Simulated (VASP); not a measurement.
Wanted: the native input for a VASP 6.6.1 run.

| Property | Result |
| --- | --- |
| Task | single point |
| Functional | LDA |
| Potentials or basis | VASP PAW LDA potentials, release 64 (Cu, I) |
| Cutoff | 520 eV |
| k mesh | 6 × 6 × 6 |
| Occupations | gaussian, width 0.01 eV |
| Spin | no spin polarisation |
| Dipole correction | no |
| Further INCAR settings | ALGO = Normal; EDIFF = 1e-06; NBANDS = 16 |

The structure of CuI (Marshite) lies in POSCAR:

```
CuI
1.0
    2.9456436756      2.9456436756      0.0000000000
   -2.9456436756      2.9456436756      0.0000000000
    0.0000000000      2.9456436756      2.9221957657
Cu I
1 1
Direct
    0.7500000000      0.2500000000      0.5000000000
    0.0000000000      0.0000000000      0.0000000000
```

This cell differs from its parent crystal: in-plane strain +0.005.

The input as run:

INCAR

```
  PREC = Accurate
  ENCUT = 520
  EDIFF = 1E-6
  ISMEAR = 0
  SIGMA = 0.01
  LREAL = F
  LASPH = T
  NELM = 80
  ALGO = Normal
  ISIF = 2
  LWAVE = F
  LCHARG = T
  LELF = T
  LVHAR = T
  NBANDS = 16
```

KPOINTS

```
Automatic mesh
0
Gamma
  6 6 6
```

Potentials or basis: VASP PAW LDA potentials, release 64 (Cu, I).

Launch:

```console
$ cat potpaw_LDA.64/Cu/POTCAR potpaw_LDA.64/I/POTCAR > POTCAR
$ mpirun -np 1 vasp_std > vasp.out
```

Results of the run:

| Item | Value |
| --- | --- |
| Pressure | -0.1 GPa |
| Band gap on the k mesh | 1.25 eV, direct |

Caveat: the cell differs from its parent crystal (in-plane strain +0.005); spin-orbit coupling is left out, which moves the levels of the heavy elements.

Wall time 13 s on 1 thread of Intel(R) Xeon(R) Platinum 8488C (Sapphire Rapids), with other jobs on the host, peak memory 0.16 GiB.
